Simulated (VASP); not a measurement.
# Cs (Im-3m) in VASP: notebook

The runs below take Cs through single point, with RPBE, B3LYP+D3(BJ).

All numbers are computed with VASP 6.6.1; they aren't measurements. Logs are shortened: lines on timing, memory, paths and dates and some standing lists are left out, and cuts for length are marked.

### 1 The cell of the first run

It takes space group Im-3m (No. 229, cubic). Conventional cell: a = 6.257 Å, b = 6.257 Å, c = 6.257 Å, α = 90.00°, β = 90.00°, γ = 90.00°.

### 2 Single point, RPBE

INCAR reads:

```
SYSTEM = Cs
PREC = Accurate ; ENCUT = 500
EDIFF = 1E-6 ; ISMEAR = 1
SIGMA = 0.15 ; LREAL = .False.
LASPH = .True. ; NELM = 120
ALGO = Normal ; ISIF = 2
LWAVE = .False. ; LCHARG = .True.
GGA = RP ; LELF = .True.
LVHAR = .True. ; NBANDS = 10
ISYM = 0 ; GGA_COMPAT = .False.
```

KPOINTS reads:

```
Automatic mesh
0
Gamma
  6 6 6
  0 0 0
```

POSCAR reads:

```
Cs
1.0
   -3.1284650614      3.1284650614      3.1284650614
    3.1284650614     -3.1284650614      3.1284650614
    3.1284650614      3.1284650614     -3.1284650614
Cs
1
Direct
    0.0000000000      0.0000000000      0.0000000000
```

Potentials or basis: VASP PAW PBE potentials, release 64 (Cs_sv).

Command:

```sh
cat potpaw_PBE.64/Cs_sv/POTCAR > POTCAR
mpirun -np 1 vasp_std > vasp.out
```

OUTCAR:

```text
SYSTEM = Cs
   PREC = Accurate
   ENCUT = 500
   EDIFF = 1E-6
   ISMEAR = 1
   LREAL = .False.
   LASPH = .True.
   NELM = 120
   ISIF = 2
   GGA = RP
   ISYM = 0

 ion  position               nearest neighbor table
   1  0.000  0.000  0.000-

IMPORTANT INFORMATION: All symmetrisations will be switched off!
NOSYMM: (Re-)initialisation of all symmetry stuff for point group C_1.

----------------------------------------------------------------------------------------

                                     Primitive cell

  volume of cell :     122.4768

  direct lattice vectors                    reciprocal lattice vectors
    -3.128465061  3.128465061  3.128465061     0.000000000  0.159822785  0.159822785
     3.128465061 -3.128465061  3.128465061     0.159822785  0.000000000  0.159822785
     3.128465061  3.128465061 -3.128465061     0.159822785  0.159822785  0.000000000

  length of vectors
     5.418660436  5.418660436  5.418660436     0.226023551  0.226023551  0.226023551

  position of ions in fractional coordinates (direct lattice)
     0.000000000  0.000000000  0.000000000

  ion indices of the primitive-cell ions
   primitive index   ion index
                 1           1

----------------------------------------------------------------------------------------

 KPOINTS: Automatic mesh

Automatic generation of k-mesh.
 Grid dimensions read from file:
 generate k-points for:    6    6    6

 Generating k-lattice:

  Cartesian coordinates                     Fractional coordinates (reciprocal lattice)
     0.000000000  0.026637131  0.026637131     0.166666667  0.000000000  0.000000000
     0.026637131  0.000000000  0.026637131     0.000000000  0.166666667  0.000000000
     0.026637131  0.026637131  0.000000000     0.000000000  0.000000000  0.166666667

  Length of vectors
     0.037670592  0.037670592  0.037670592

  Shift w.r.t. Gamma in fractional coordinates (k-lattice)
     0.000000000  0.000000000  0.000000000

 Subroutine IBZKPT returns following result:
 ===========================================

 Found    112 irreducible k-points:

 Following reciprocal coordinates:
            Coordinates               Weight
  0.000000  0.000000  0.000000      1.000000
  0.166667  0.000000  0.000000      2.000000
  0.000000  0.166667  0.000000      2.000000
  0.000000  0.000000  0.166667      2.000000
  0.166667  0.000000 -0.166667      2.000000
  0.166667 -0.166667  0.000000      2.000000
[... 16 lines left out ...]
  0.333333  0.000000 -0.166667      2.000000
  0.333333 -0.166667  0.000000      2.000000
 [... further k-points ...]
   k-points           NKPTS =    112   k-points in BZ     NKDIM =    112   number of bands    NBANDS=     10
   number of dos      NEDOS =    301   number of ions     NIONS =      1
   total plane-waves  NPLWV =  64000
   dimension x,y,z NGX =    40 NGY =   40 NGZ =   40
   dimension x,y,z NGXF=    80 NGYF=   80 NGZF=   80
   ions per type =               1
   NGX,Y,Z   is equivalent  to a cutoff of  12.27, 12.27, 12.27 a.u.
   NGXF,Y,Z  is equivalent  to a cutoff of  24.54, 24.54, 24.54 a.u.
 SYSTEM =  Cs
   PREC   = accura    normal or accurate (medium, high low for compatibility)
   ISTART =      0    job   : 0-new  1-cont  2-samecut
   ICHARG =      2    charge: 1-file 2-atom 10-const
   ISPIN  =      1    spin polarized calculation?
   LNONCOLLINEAR =      F non collinear calculations
   LSORBIT =      F    spin-orbit coupling
   LASPH  =      T    aspherical Exc in radial PAW
   ENCUT  =  500.0 eV  36.75 Ry    6.06 a.u.   9.88  9.88  9.88*2*pi/ulx,y,z
   NELM   =    120;   NELMIN=  2; NELMDL= -5     # of ELM steps
   EDIFF  = 0.1E-05   stopping-criterion for ELM
   LREAL  =      F    real-space projection
   EDIFFG = 0.1E-04   stopping-criterion for IOM
   NSW    =      0    number of steps for IOM
   IBRION =     -1    ionic relax: 0-MD 1-quasi-New 2-CG
   NFREE  =      0    steps in history (QN), initial steepest desc. (CG)
   ISIF   =      2    stress and relaxation
   ISYM   =      0    0-nonsym 1-usesym 2-fastsym
   POTIM  = 0.5000    time-step for ionic-motion
   TEBEG  =    0.0;   TEEND  =   0.0 temperature during run
   PSTRESS=    0.0 pullay stress
   NELECT =       9.0000    total number of electrons
   NUPDOWN=      -1.0000    fix difference up-down
   EMIN   =  10.00;   EMAX   =-10.00  energy-range for DOS
   EFERMI =   0.00;   METHOD = LEGACY
   ISMEAR =     1;   SIGMA  =   0.15  broadening in eV -4-tet -1-fermi 0-gaus
   EFERMI_NEDOS =   21; number of points for ismear=-14 and -15
   IALGO  =     38    algorithm
   IMIX   =      4    mixing-type and parameters
     AMIX     =   0.40;   BMIX     =  1.00
     AMIX_MAG =   1.60;   BMIX_MAG =  1.00
  volume/ion in A,a.u.               =     122.48       826.51
  Fermi-wavevector in a.u.,A,eV,Ry     =   0.685706  1.295796  6.397353  0.470192
  Thomas-Fermi vector in A             =   1.765724
   LORBIT       =      0    0 simple, 1 ext, 2 COOP (PROOUT), +10 PAW based schemes
   GGA     = RP    functional components
   LHFCALC =     F    Hartree Fock is set to
   AEXX    =    0.0000 exact exchange contribution
   IVDW    =     0    specifies the selected vdW correction
   LEPSILON=     F    determine dielectric tensor
   LRPA    =     F    only Hartree local field effects (RPA)
 non-spin polarized calculation
 Methfessel and Paxton  Order N= 1 SIGMA  =   0.15
  energy-cutoff  :      500.00
  volume of cell :      122.48
 maximum number of plane-waves:      3138
   NGX = 19   NGY = 19   NGZ = 19

 number of electron       8.9999999 magnetization

 Free energy of the ion-electron system (eV)
  ---------------------------------------------------
  ext. energy  EPLUGINS =         0.00000000
  ---------------------------------------------------
  free energy    TOTEN  =        -0.72366436 eV

  energy without entropy =       -0.71513076  energy(sigma->0) =       -0.72081983

 E-fermi :   0.4491     XC(G=0):  -5.1155

 val. band max:        0.3179161777   @ k =  -0.1667   0.5000  -0.1667
 cond. band min:       0.4635687864   @ k =   0.1667   0.0000   0.3333
 fundamental gap:      0.1456526087
 Fermi energy:         0.4491047368

 k-point     1 :       0.0000    0.0000    0.0000
  band No.  band energies     occupation
      1     -23.5144      2.00000
      2     -10.2826      2.00000
      3     -10.2826      2.00000
      4     -10.2826      2.00000
      5      -1.1683      2.00000
      6       2.9263     -0.00000
      7       2.9263     -0.00000
      8       2.9264     -0.00000
      9       3.7135      0.00000
     10       3.7135      0.00000

 k-point     2 :       0.1667    0.0000    0.0000
  band No.  band energies     occupation
      1     -23.5132      2.00000
      2     -10.3100      2.00000
      3     -10.2917      2.00000
      4     -10.2826      2.00000
      5      -0.8875      2.00000
      6       2.5658     -0.00000
      7       2.6505     -0.00000
      8       3.2086     -0.00000
      9       3.5062      0.00000
     10       3.6807      0.00000

 k-point     3 :       0.0000    0.1667    0.0000
  band No.  band energies     occupation
      1     -23.5132      2.00000
      2     -10.3100      2.00000
      3     -10.2917      2.00000
      4     -10.2826      2.00000
      5      -0.8875      2.00000
      6       2.5658     -0.00000
      7       2.6505     -0.00000
      8       3.2086     -0.00000
      9       3.5062      0.00000
     10       3.6807      0.00000

 k-point     4 :       0.0000    0.0000    0.1667
  band No.  band energies     occupation
      1     -23.5132      2.00000
      2     -10.3100      2.00000
      3     -10.2917      2.00000
      4     -10.2826      2.00000
      5      -0.8875      2.00000
      6       2.5658     -0.00000
      7       2.6505     -0.00000
      8       3.2086     -0.00000
      9       3.5062      0.00000
     10       3.6807      0.00000

 k-point     5 :       0.1667    0.0000   -0.1667
  band No.  band energies     occupation
      1     -23.5132      2.00000
      2     -10.3100      2.00000
      3     -10.2917      2.00000
      4     -10.2826      2.00000
      5      -0.8875      2.00000
      6       2.5658     -0.00000
      7       2.6505     -0.00000
      8       3.2086     -0.00000
      9       3.5062      0.00000
     10       3.6807      0.00000

 k-point     6 :       0.1667   -0.1667    0.0000
  band No.  band energies     occupation
      1     -23.5132      2.00000
      2     -10.3100      2.00000
      3     -10.2917      2.00000
      4     -10.2826      2.00000
      5      -0.8875      2.00000
      6       2.5658     -0.00000
      7       2.6505     -0.00000
      8       3.2086     -0.00000
      9       3.5062      0.00000
     10       3.6807      0.00000
[... 183 lines left out ...]
 k-point    21 :       0.0000    0.1667    0.1667
  band No.  band energies     occupation
      1     -23.5114      2.00000
      2     -10.3462      2.00000
      3     -10.3029      2.00000
      4     -10.2889      2.00000
      5      -0.3705      2.00000
      6       2.0499     -0.00000
      7       2.2676     -0.00000
      8       3.4147     -0.00000
      9       3.7084      0.00000
     10       3.9877      0.00000

 k-point    22 :       0.1667    0.0000    0.1667
  band No.  band energies     occupation
      1     -23.5114      2.00000
      2     -10.3462      2.00000
      3     -10.3029      2.00000
      4     -10.2889      2.00000
      5      -0.3705      2.00000
      6       2.0499     -0.00000
      7       2.2676     -0.00000
      8       3.4147     -0.00000
      9       3.7084      0.00000
     10       3.9877      0.00000

 k-point    23 :       0.3333    0.0000   -0.1667
  band No.  band energies     occupation
      1     -23.5114      2.00000
      2     -10.3462      2.00000
      3     -10.3029      2.00000
      4     -10.2889      2.00000
      5      -0.3705      2.00000
      6       2.0499     -0.00000
      7       2.2676     -0.00000
      8       3.4147     -0.00000
      9       3.7084      0.00000
     10       3.9877      0.00000

 k-point    24 :       0.3333   -0.1667    0.0000
  band No.  band energies     occupation
      1     -23.5114      2.00000
      2     -10.3462      2.00000
      3     -10.3029      2.00000
      4     -10.2889      2.00000
      5      -0.3705      2.00000
      6       2.0499     -0.00000
      7       2.2676     -0.00000
      8       3.4147     -0.00000
      9       3.7084      0.00000
     10       3.9877      0.00000

 [... further k-points ...]

------------------------ aborting loop because EDIFF is reached ----------------------------------------

  FORCE on cell =-STRESS in cart. coord.  units (eV):
  Direction    XX          YY          ZZ          XY          YZ          ZX
  --------------------------------------------------------------------------------------
  -------------------------------------------------------------------------------------
  Total        0.1095488      0.1095493      0.1095482     -0.0000012     -0.0000031     -0.0000033
  in kB        1.4330594      1.4330664      1.4330523     -0.0000154     -0.0000402     -0.0000430
  external PRESSURE =       1.4330594 kB  Pullay stress =       0.0000000 kB

 VOLUME and BASIS-vectors are now :
 -----------------------------------------------------------------------------
  energy-cutoff  :      500.00
  volume of cell :      122.48
      direct lattice vectors                 reciprocal lattice vectors
    -3.128465061  3.128465061  3.128465061     0.000000000  0.159822785  0.159822785
     3.128465061 -3.128465061  3.128465061     0.159822785  0.000000000  0.159822785
     3.128465061  3.128465061 -3.128465061     0.159822785  0.159822785  0.000000000

 POSITION                                       TOTAL-FORCE (eV/Angst)
 -----------------------------------------------------------------------------------
      0.00000      0.00000      0.00000         0.000001      0.000001     -0.000000
 -----------------------------------------------------------------------------------
    total drift:                                0.000001      0.000001     -0.000000

  FREE ENERGIE OF THE ION-ELECTRON SYSTEM (eV)
  ---------------------------------------------------
  free  energy   TOTEN  =        -0.7236643583 eV

  energy  without entropy=       -0.7151307589  energy(sigma->0) =       -0.72081983
```

It took 57 s on 1 thread of Intel Xeon Platinum 8559C (Emerald Rapids), shared host; peak memory 0.3 GiB.

What came out:

| Quantity | Value |
| --- | --- |
| Free energy | -0.7237 eV |
| Pressure | 0.1 GPa |
| Band gap on the k mesh | zero (an odd number of electrons rules out a gap without spin polarisation) |

Levels at points of the mesh, in eV from the Fermi level:
| k point | band 1 | band 2 | band 3 | band 4 | band 5 | band 6 | band 7 | band 8 |
| --- | --- | --- | --- | --- | --- | --- | --- | --- |
| (0.00, 0.00, 0.00) | -23.96 | -10.73 | -10.73 | -10.73 | -1.62 | 2.48 | 2.48 | 2.48 |
| (0.50, 0.00, 0.00) | -23.96 | -10.84 | -10.77 | -10.73 | 0.06 | 0.76 | 1.66 | 3.11 |
| (0.00, 0.50, 0.00) | -23.96 | -10.84 | -10.77 | -10.73 | 0.06 | 0.76 | 1.66 | 3.11 |
| (0.00, 0.00, 0.50) | -23.96 | -10.84 | -10.77 | -10.73 | 0.06 | 0.76 | 1.66 | 3.11 |
| (0.50, 0.00, 0.50) | -23.96 | -10.84 | -10.77 | -10.73 | 0.06 | 0.76 | 1.66 | 3.11 |
| (0.50, 0.50, 0.00) | -23.96 | -10.84 | -10.77 | -10.73 | 0.06 | 0.76 | 1.66 | 3.11 |
| (0.00, 0.50, 0.50) | -23.96 | -10.84 | -10.77 | -10.73 | 0.06 | 0.76 | 1.66 | 3.11 |
| (0.50, 0.50, 0.50) | -23.95 | -10.81 | -10.81 | -10.81 | 0.67 | 0.67 | 2.85 | 2.85 |

Caveat: the PAW data sets were made with another functional, which shifts forces and pressure a little; spin-orbit coupling is left out, which moves the levels of the heavy elements.

### 3 Single point, B3LYP+D3(BJ)

POSCAR is that of step 2.

INCAR.step1 reads:

```
  PREC = Accurate
  ENCUT = 400
  EDIFF = 1E-5
  ISMEAR = -1
  SIGMA = 0.01
  LREAL = False
  LASPH = True
  NELM = 120
  ALGO = Normal
  ISIF = 2
  LWAVE = True
  NBANDS = 10
  GGA = PE
  GGA_COMPAT = False
```

INCAR.step2 reads:

```
  PREC = Accurate
  ENCUT = 400
  EDIFF = 1E-6
  ISMEAR = -1
  SIGMA = 0.01
  LREAL = False
  LASPH = True
  NELM = 120
  ALGO = Normal
  ISIF = 2
  LWAVE = False
  LCHARG = True
  GGA = B3
  LHFCALC = True
  AEXX = 0.2
  AGGAX = 0.72
  AGGAC = 0.81
  ALDAC = 0.19
  PRECFOCK = Normal
  IVDW = 12
  LELF = True
  LVHAR = True
  NBANDS = 10
  ISTART = 1
  GGA_COMPAT = False
```

KPOINTS reads:

```
regular mesh
0
Gamma
  6 6 6
```

Potentials or basis: VASP PAW PBE potentials, release 64 (Cs_sv).

Command:

```sh
cat potpaw_PBE.64/Cs_sv/POTCAR > POTCAR
cp INCAR.step1 INCAR
mpirun -np 1 vasp_std > vasp.out
cp INCAR.step2 INCAR
mpirun -np 1 vasp_std > vasp.out
```

OUTCAR:

```text
PREC = Accurate
   ENCUT = 400
   EDIFF = 1E-6
   ISMEAR = -1
   LREAL = False
   LASPH = True
   NELM = 120
   ISIF = 2
   GGA = B3
   LHFCALC = True
   AEXX = 0.2
   PRECFOCK = Normal
   IVDW = 12
   ISTART = 1
 IVDW          = 12

 ion  position               nearest neighbor table
   1  0.000  0.000  0.000-

  LATTYP: Found a body centered cubic cell.
 ALAT       =     6.2569301228

  Lattice vectors:
[... 384 lines left out ...]
      6       1.6869      0.00000
      7       3.8969      0.00000
      8       3.8969      0.00000
      9       3.8969      0.00000
     10       4.9979      0.00000

------------------------ aborting loop because EDIFF is reached ----------------------------------------

 Edisp (eV)   -0.20055

 E8    (eV) :    -0.1621

  FORCE on cell =-STRESS in cart. coord.  units (eV):
  Direction    XX          YY          ZZ          XY          YZ          ZX
  --------------------------------------------------------------------------------------
  -------------------------------------------------------------------------------------
  Total      -0.17835    -0.17835    -0.17835    -0.00000     0.00000    -0.00000
  in kB      -2.33302    -2.33302    -2.33302    -0.00000     0.00000    -0.00000
  external pressure =       -2.33 kB  Pullay stress =        0.00 kB

 VOLUME and BASIS-vectors are now :
 -----------------------------------------------------------------------------
  energy-cutoff  :      400.00
  volume of cell :      122.48
      direct lattice vectors                 reciprocal lattice vectors
    -3.128465061  3.128465061  3.128465061     0.000000000  0.159822785  0.159822785
     3.128465061 -3.128465061  3.128465061     0.159822785  0.000000000  0.159822785
     3.128465061  3.128465061 -3.128465061     0.159822785  0.159822785  0.000000000

 POSITION                                       TOTAL-FORCE (eV/Angst)
 -----------------------------------------------------------------------------------
      0.00000      0.00000      0.00000         0.000000     -0.000000      0.000000
 -----------------------------------------------------------------------------------
    total drift:                                0.000000      0.000000      0.000000

  FREE ENERGIE OF THE ION-ELECTRON SYSTEM (eV)
  ---------------------------------------------------
  free  energy   TOTEN  =        -0.9111024384 eV

  energy  without entropy=       -0.9080565974  energy(sigma->0) =       -0.90957952
```

OUTCAR.step1:

```text
PREC = Accurate
   ENCUT = 400
   EDIFF = 1E-5
   ISMEAR = -1
   LREAL = False
[... 412 lines left out ...]

 POSITION                                       TOTAL-FORCE (eV/Angst)
 -----------------------------------------------------------------------------------
      0.00000      0.00000      0.00000        -0.000000     -0.000000     -0.000000
 -----------------------------------------------------------------------------------
    total drift:                               -0.000000      0.000000      0.000000

  FREE ENERGIE OF THE ION-ELECTRON SYSTEM (eV)
  ---------------------------------------------------
  free  energy   TOTEN  =        -0.8326124843 eV

  energy  without entropy=       -0.8295138950  energy(sigma->0) =       -0.83106319
```

It took 17 min on 1 thread of Intel Xeon Platinum 8559C (Emerald Rapids), shared host; peak memory 0.23 GiB.

What came out:

```yaml
Free_energy: -0.9111 eV
Pressure: -0.2 GPa
Band_gap_on_the_k_mesh: zero (an odd number of electrons rules out a gap without spin polarisation)
Dispersion_energy_per_atom: -0.201 eV
```

Levels at points of the mesh, in eV from the Fermi level:
```
           k point  band 1  band 2  band 3  band 4  band 5  band 6  band 7  band 8  band 9
(0.00, 0.00, 0.00)  -26.12  -12.07  -12.07  -12.07   -2.24    2.79    2.79    2.79    3.65
(0.50, 0.00, 0.00)  -26.12  -12.19  -12.11  -12.07    0.19    1.08    1.99    3.41    4.06
(0.50, 0.50, 0.50)  -26.11  -12.15  -12.15  -12.15    1.05    1.05    3.26    3.26    3.26
```

Caveat: the PAW data sets were made with another functional, which shifts forces and pressure a little; spin-orbit coupling is left out, which moves the levels of the heavy elements.

The gap in the log of VASP goes by the Fermi energy; the results here count the filled bands.